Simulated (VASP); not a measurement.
# Mg (a cell with a defect) in VASP: further runs

The runs below take Mg (a cell with a defect) through single point, with PBE.

Program: VASP 6.6.1. These are calculated values, not measurements. Logs are shortened: lines on timing, memory, paths and dates and some standing lists are left out, and cuts for length are marked.

## Step 1: The cell of the first run

The cell holds a defect, 23 atoms: a = 8.768 Å, b = 8.768 Å, c = 8.768 Å, α = 80.41°, β = 70.53°, γ = 60.00°.

## Step 2: Single point, PBE

INCAR

```
PREC = Accurate ; ENCUT = 520
EDIFF = 1E-7 ; ISMEAR = 0
SIGMA = 0.1 ; LREAL = Auto
LASPH = True ; NELM = 60
ALGO = Normal ; ISIF = 2
LWAVE = False ; LCHARG = True
GGA = PE ; LELF = True
LVHAR = True ; NBANDS = 40
```

KPOINTS

```
regular mesh
0
Gamma
  4 4 4
```

POSCAR

```
Mg
1.0
    3.5797091923      7.1594183846      3.5797091923
    7.1594183846      3.5797091923     -3.5797091923
   -3.5797091923      7.1594183846     -3.5797091923
Mg
23
Direct
    0.1145005720      0.0000000000      0.6248691248
    0.0949460040      0.3412551880      0.7501700853
    0.0409356809      0.6909034227      0.8805102121
    0.2604990936      0.0000000000      0.2501314917
    0.2111283932      0.3292611038      0.3779011583
    0.1638714586      0.6707390287      0.4970988995
    0.3340640778      0.3090968960     -0.0055101543
    0.2800536616      0.6587450377      0.1248299725
    0.1875010550      0.0000000000      0.9374996877
    0.4918312928      0.0000000000      0.5314733398
    0.4580104822      0.3472981370      0.6219893518
    0.4362012618      0.6587447583      0.7501701551
    0.6484780956      0.0000000000      0.1287308480
    0.5696912953      0.3472982301      0.2530103568
    0.5403895902      0.6707389356      0.3779011583
    0.6431609505      0.6909032365     -0.0055100845
    0.7265218188      1.0000000394      0.7462691399
    0.7318391269      0.3090966167      0.8805101422
    0.8831686682      0.9999999463      0.3435265084
    0.8346104873      0.3292609176      0.4970988995
    0.8053086890      0.6527018093      0.6219894216
    0.9387987225      0.3412550017      0.1248299027
    0.9169894323      0.6527019024      0.2530103568
```

Potentials or basis: VASP PAW PBE potentials, release 64 (Mg).

The run is started by

```sh
cat potpaw_PBE.64/Mg/POTCAR > POTCAR
mpirun -np 1 vasp_std > vasp.out
```

OUTCAR:

```text
PREC = Accurate
   ENCUT = 520
   EDIFF = 1E-7
   ISMEAR = 0
   LREAL = Auto
   LASPH = True
   NELM = 60
   ISIF = 2
   GGA = PE

 ion  position               nearest neighbor table
   1  0.115  0.000  0.625-   9 3.02  20 3.05   6 3.05   4 3.10  10 3.13  17 3.21   2 3.26  12 3.26
                            18 3.40   3 3.40   5 3.59  15 3.59
   2  0.095  0.341  0.750-  21 3.02   9 3.02  11 3.03   5 3.08  22 3.11  18 3.14   3 3.21   1 3.26
                             7 3.36  10 3.43   6 3.51
   3  0.041  0.691  0.881-  23 3.10  12 3.14  17 3.16   6 3.18   2 3.21   7 3.29  16 3.29   8 3.36
                             1 3.40  13 3.40  11 3.65
   4  0.260  0.000  0.250-   9 3.02   5 3.05  15 3.05   1 3.10  19 3.13  13 3.21   8 3.26  22 3.26
                            16 3.40   7 3.40  20 3.59   6 3.59
   5  0.211  0.329  0.378-  14 3.04   4 3.05  23 3.07   2 3.08  20 3.11   6 3.12  10 3.16   7 3.18
                            21 3.48   8 3.51  11 3.58   1 3.59  13 3.64
   6  0.164  0.671  0.497-  21 3.04   1 3.05  11 3.07   8 3.08  15 3.11   5 3.12  19 3.16   3 3.18
                            14 3.48   2 3.51  23 3.58   4 3.59  17 3.64
   7  0.334  0.309  0.994-  11 3.10  22 3.14  13 3.16   5 3.18   8 3.21   3 3.29  18 3.29   2 3.36
                             4 3.40  17 3.40  23 3.65
   8  0.280  0.659  0.125-  14 3.02   9 3.02  23 3.03   6 3.08  12 3.11  16 3.14   7 3.21   4 3.26
                             3 3.36  19 3.43   5 3.51
   9  0.188  0.000  0.937-   4 3.02   1 3.02   2 3.02  12 3.02  22 3.02   8 3.02
  10  0.492  0.000  0.531-  11 3.12  21 3.12   1 3.13  15 3.16   5 3.16  17 3.22  19 3.27  13 3.34
                             2 3.43  12 3.43
  11  0.458  0.347  0.622-  12 3.02   2 3.03  20 3.04  14 3.05   6 3.07  17 3.07   7 3.10  10 3.12
                            15 3.48   5 3.58   3 3.65
  12  0.436  0.659  0.750-  11 3.02   9 3.02  21 3.03  15 3.08   8 3.11   3 3.14  18 3.21   1 3.26
                            16 3.36  10 3.43  20 3.51
  13  0.648  0.000  0.129-  23 3.07  14 3.07  16 3.16   7 3.16  17 3.19   4 3.21  19 3.22  10 3.34
                             3 3.40  18 3.40  15 3.64   5 3.64
  14  0.570  0.347  0.253-   8 3.02  22 3.03   5 3.04  11 3.05  15 3.07  13 3.07  18 3.10  19 3.12
                             6 3.48  20 3.58  16 3.65
  15  0.540  0.671  0.378-  23 3.04   4 3.05  14 3.07  12 3.08   6 3.11  20 3.12  10 3.16  16 3.18
                            11 3.48  22 3.51  21 3.58   1 3.59  13 3.64
  16  0.643  0.691  0.994-  21 3.10   8 3.14  13 3.16  15 3.18  22 3.21  18 3.29   3 3.29  12 3.36
                             4 3.40  17 3.40  14 3.65
  17  0.727  0.000  0.746-  11 3.07  21 3.07  18 3.16   3 3.16  13 3.19   1 3.21  10 3.22  19 3.34
                            16 3.40   7 3.40  20 3.64   6 3.64
  18  0.732  0.309  0.881-  14 3.10   2 3.14  17 3.16  20 3.18  12 3.21  16 3.29   7 3.29  22 3.36
                             1 3.40  13 3.40  21 3.65
  19  0.883  1.000  0.344-  23 3.12  14 3.12   4 3.13   6 3.16  20 3.16  13 3.22  10 3.27  17 3.34
                             8 3.43  22 3.43
  20  0.835  0.329  0.497-  11 3.04   1 3.05  21 3.07  22 3.08   5 3.11  15 3.12  19 3.16  18 3.18
                            23 3.48  12 3.51  14 3.58   4 3.59  17 3.64
  21  0.805  0.653  0.622-   2 3.02  12 3.03   6 3.04  23 3.05  20 3.07  17 3.07  16 3.10  10 3.12
                             5 3.48  15 3.58  18 3.65
  22  0.939  0.341  0.125-  23 3.02   9 3.02  14 3.03  20 3.08   2 3.11   7 3.14  16 3.21   4 3.26
                            18 3.36  19 3.43  15 3.51
  23  0.917  0.653  0.253-  22 3.02   8 3.03  15 3.04  21 3.05   5 3.07  13 3.07   3 3.10  19 3.12
                            20 3.48   6 3.58   7 3.65

  LATTYP: Found a base centered monoclinic cell.
 ALAT       =     8.7684609487
 B/A-ratio  =     1.7320508076
 C/A-ratio  =     1.0000000000
 COS(beta)  =    -0.3333333333

  Lattice vectors:

 A1 = (   3.5797091923,  -3.5797091923,  -7.1594183846)
 A2 = (  -7.1594183846,  -3.5797091923,   3.5797091923)
 A3 = (  -3.5797091923,   7.1594183846,  -3.5797091923)

Analysis of symmetry for initial positions (statically):
=====================================================================
 Subroutine PRICEL returns:
 Original cell was already a primitive cell.

 Routine SETGRP: Setting up the symmetry group for a
 base centered monoclinic supercell.

 Subroutine GETGRP returns: Found  4 space group operations
 (whereof  2 operations were pure point group operations)
 out of a pool of  4 trial point group operations.

The static configuration has the point symmetry C_1h.
 The point group associated with its full space group is C_2h.

Analysis of symmetry for dynamics (positions and initial velocities):
=====================================================================
 Subroutine PRICEL returns:
 Original cell was already a primitive cell.

 Routine SETGRP: Setting up the symmetry group for a
 base centered monoclinic supercell.

 Subroutine GETGRP returns: Found  4 space group operations
 (whereof  2 operations were pure point group operations)
 out of a pool of  4 trial point group operations.

The dynamic configuration has the point symmetry C_1h.
 The point group associated with its full space group is C_2h.

 Subroutine INISYM returns: Found  4 space group operations
 (whereof  2 operations are pure point group operations),
 and found     1 'primitive' translations

----------------------------------------------------------------------------------------

                                     Primitive cell

  volume of cell :     550.4584

[... 40 lines left out ...]
                 6           6
[... 15 lines left out ...]
                22          22
                23          23

----------------------------------------------------------------------------------------

 KPOINTS: regular mesh

Automatic generation of k-mesh.
 Grid dimensions read from file:
 generate k-points for:    4    4    4

 Generating k-lattice:

  Cartesian coordinates                     Fractional coordinates (reciprocal lattice)
     0.005819840  0.017459519  0.029099198     0.250000000  0.000000000  0.000000000
     0.023279358  0.000000000 -0.023279358     0.000000000  0.250000000  0.000000000
    -0.017459519  0.017459519 -0.017459519     0.000000000  0.000000000  0.250000000

  Length of vectors
     0.034430635  0.032921984  0.030240774

  Shift w.r.t. Gamma in fractional coordinates (k-lattice)
     0.000000000  0.000000000  0.000000000

 Subroutine IBZKPT returns following result:
 ===========================================

 Found     24 irreducible k-points:

 Following reciprocal coordinates:
            Coordinates               Weight
  0.000000  0.000000  0.000000      1.000000
  0.250000 -0.000000 -0.000000      4.000000
  0.500000 -0.000000 -0.000000      2.000000
  0.000000  0.250000  0.000000      2.000000
  0.500000  0.250000 -0.000000      2.000000
 -0.250000  0.250000  0.000000      4.000000
[... 16 lines left out ...]
 -0.250000  0.250000  0.500000      4.000000
  0.000000  0.500000  0.500000      1.000000
   k-points           NKPTS =     24   k-points in BZ     NKDIM =     24   number of bands    NBANDS=     40
   number of dos      NEDOS =    301   number of ions     NIONS =     23
   total plane-waves  NPLWV = 343000
   dimension x,y,z NGX =    70 NGY =   70 NGZ =   70
   dimension x,y,z NGXF=   140 NGYF=  140 NGZF=  140
   ions per type =              23
   NGX,Y,Z   is equivalent  to a cutoff of  13.27, 13.27, 13.27 a.u.
   NGXF,Y,Z  is equivalent  to a cutoff of  26.54, 26.54, 26.54 a.u.
 SYSTEM =  unknown system
   PREC   = accura    normal or accurate (medium, high low for compatibility)
   ISTART =      0    job   : 0-new  1-cont  2-samecut
   ICHARG =      2    charge: 1-file 2-atom 10-const
   ISPIN  =      1    spin polarized calculation?
   LNONCOLLINEAR =      F non collinear calculations
   LSORBIT =      F    spin-orbit coupling
   LASPH  =      T    aspherical Exc in radial PAW
   ENCUT  =  520.0 eV  38.22 Ry    6.18 a.u.  16.30 16.30 16.30*2*pi/ulx,y,z
   NELM   =     60;   NELMIN=  2; NELMDL= -5     # of ELM steps
   EDIFF  = 0.1E-06   stopping-criterion for ELM
   LREAL  =      T    real-space projection
   EDIFFG = 0.1E-05   stopping-criterion for IOM
   NSW    =      0    number of steps for IOM
   IBRION =     -1    ionic relax: 0-MD 1-quasi-New 2-CG
   NFREE  =      0    steps in history (QN), initial steepest desc. (CG)
   ISIF   =      2    stress and relaxation
   ISYM   =      2    0-nonsym 1-usesym 2-fastsym
   POTIM  = 0.5000    time-step for ionic-motion
   TEBEG  =    0.0;   TEEND  =   0.0 temperature during run
   PSTRESS=    0.0 pullay stress
   NELECT =      46.0000    total number of electrons
   NUPDOWN=      -1.0000    fix difference up-down
   EMIN   =  10.00;   EMAX   =-10.00  energy-range for DOS
   EFERMI =   0.00;   METHOD = LEGACY
   ISMEAR =     0;   SIGMA  =   0.10  broadening in eV -4-tet -1-fermi 0-gaus
   EFERMI_NEDOS =   21; number of points for ismear=-14 and -15
   IALGO  =     38    algorithm
   IMIX   =      4    mixing-type and parameters
     AMIX     =   0.40;   BMIX     =  1.00
     AMIX_MAG =   1.60;   BMIX_MAG =  1.00
  volume/ion in A,a.u.               =      23.93       161.51
  Fermi-wavevector in a.u.,A,eV,Ry     =   0.715736  1.352544  6.969958  0.512277
  Thomas-Fermi vector in A             =   1.803974
   LORBIT       =      0    0 simple, 1 ext, 2 COOP (PROOUT), +10 PAW based schemes
   GGA     = PE    functional components
   LHFCALC =     F    Hartree Fock is set to
   AEXX    =    0.0000 exact exchange contribution
   IVDW    =     0    specifies the selected vdW correction
   LEPSILON=     F    determine dielectric tensor
   LRPA    =     F    only Hartree local field effects (RPA)
 non-spin polarized calculation
 Gauss-broadening in eV      SIGMA  =   0.10
  energy-cutoff  :      520.00
  volume of cell :      550.46
 maximum number of plane-waves:     14878
 NGX is ok and might be reduce to    70
   NGX = 33   NGY = 33   NGZ = 33

 number of electron      46.0000000 magnetization

 Free energy of the ion-electron system (eV)
  ---------------------------------------------------
  ext. energy  EPLUGINS =         0.00000000
  ---------------------------------------------------
  free energy    TOTEN  =       -33.39679669 eV

  energy without entropy =      -33.35266169  energy(sigma->0) =      -33.37472919

 E-fermi :   2.4008     XC(G=0):  -8.3516

 val. band max:        2.3852238374   @ k =   0.5000   0.2500   0.5000
 cond. band min:       2.4055979754   @ k =  -0.2500   0.2500   0.2500
 fundamental gap:      0.0203741380
 Fermi energy:         2.4007910315

 k-point     1 :       0.0000    0.0000    0.0000
  band No.  band energies     occupation
      1      -4.3665      2.00000
      2      -2.2172      2.00000
      3      -2.1305      2.00000
      4      -1.8268      2.00000
      5      -1.7492      2.00000
      6      -1.6643      2.00000
[... 901 lines left out ...]
     34       4.1216      0.00000
     35       4.6741      0.00000
 [bands above 35 left out]

------------------------ aborting loop because EDIFF is reached ----------------------------------------

  FORCE on cell =-STRESS in cart. coord.  units (eV):
  Direction    XX          YY          ZZ          XY          YZ          ZX
  --------------------------------------------------------------------------------------
  -------------------------------------------------------------------------------------
  Total       -2.9929463     -1.3391155     -2.9929463     -0.7520717     -0.7520717      0.1687509
  in kB       -8.7113411     -3.8976616     -8.7113411     -2.1889978     -2.1889978      0.4911703
  external PRESSURE =      -7.1067813 kB  Pullay stress =       0.0000000 kB

 VOLUME and BASIS-vectors are now :
 -----------------------------------------------------------------------------
  energy-cutoff  :      520.00
  volume of cell :      550.46
      direct lattice vectors                 reciprocal lattice vectors
     3.579709192  7.159418385  3.579709192     0.023279358  0.069838075  0.116396792
     7.159418385  3.579709192 -3.579709192     0.093117434  0.000000000 -0.093117434
    -3.579709192  7.159418385 -3.579709192    -0.069838075  0.069838075 -0.069838075

 POSITION                                       TOTAL-FORCE (eV/Angst)
 -----------------------------------------------------------------------------------
     -1.82697      5.29346     -1.82697        -0.025077      0.003495     -0.025077
      0.09768      7.27213     -3.56711        -0.004185     -0.002050      0.002169
      1.94103      9.07025     -5.47867         0.016738      0.015879     -0.018672
      0.03711      3.65582      0.03711         0.025077     -0.003495      0.025077
      1.76032      5.39577     -1.77566         0.008720      0.000579     -0.004245
      3.60924      7.13321     -3.59391        -0.008720     -0.000579      0.004245
[... 15 lines left out ...]
      5.35696      8.83656      1.69218        -0.002169      0.002050      0.004185
      7.04982     10.71300      0.04037         0.000804      0.019000     -0.020337
 -----------------------------------------------------------------------------------
    total drift:                               -0.000839     -0.000956     -0.000852

  FREE ENERGIE OF THE ION-ELECTRON SYSTEM (eV)
  ---------------------------------------------------
  free  energy   TOTEN  =       -33.3967966939 eV

  energy  without entropy=      -33.3526616853  energy(sigma->0) =      -33.37472919
```

It took 11 min on 1 thread of Intel Xeon Platinum 8488C (Sapphire Rapids), shared host; peak memory 0.82 GiB.

Results:

| Property | Result |
| --- | --- |
| Free energy | -33.3968 eV |
| Pressure | -0.7 GPa |
| Largest force | 0.036 eV/Å |
| Band gap on the k mesh | zero (bands 23 and 24 overlap by 1.32 eV) |

Forces in eV/Å, atoms in the order of the input:
```
Mg  -0.025  0.003 -0.025
Mg  -0.004 -0.002  0.002
Mg   0.017  0.016 -0.019
Mg   0.025 -0.003  0.025
Mg   0.009  0.001 -0.004
Mg  -0.009 -0.001  0.004
Mg  -0.017 -0.016  0.019
Mg   0.004  0.002 -0.002
Mg   0.000  0.000  0.000
Mg  -0.011 -0.011 -0.011
Mg  -0.001 -0.019  0.020
Mg   0.002 -0.002 -0.004
Mg   0.014 -0.003  0.014
Mg  -0.020  0.019  0.001
Mg  -0.004  0.001  0.009
Mg   0.019 -0.016 -0.017
Mg  -0.014  0.003 -0.014
Mg  -0.019  0.016  0.017
Mg   0.011  0.011  0.011
Mg   0.004 -0.001 -0.009
Mg   0.020 -0.019 -0.001
Mg  -0.002  0.002  0.004
Mg   0.001  0.019 -0.020
```

(Part 1 of 2 ends here.)

The gap in the log of VASP goes by the Fermi energy; the results here count the filled bands.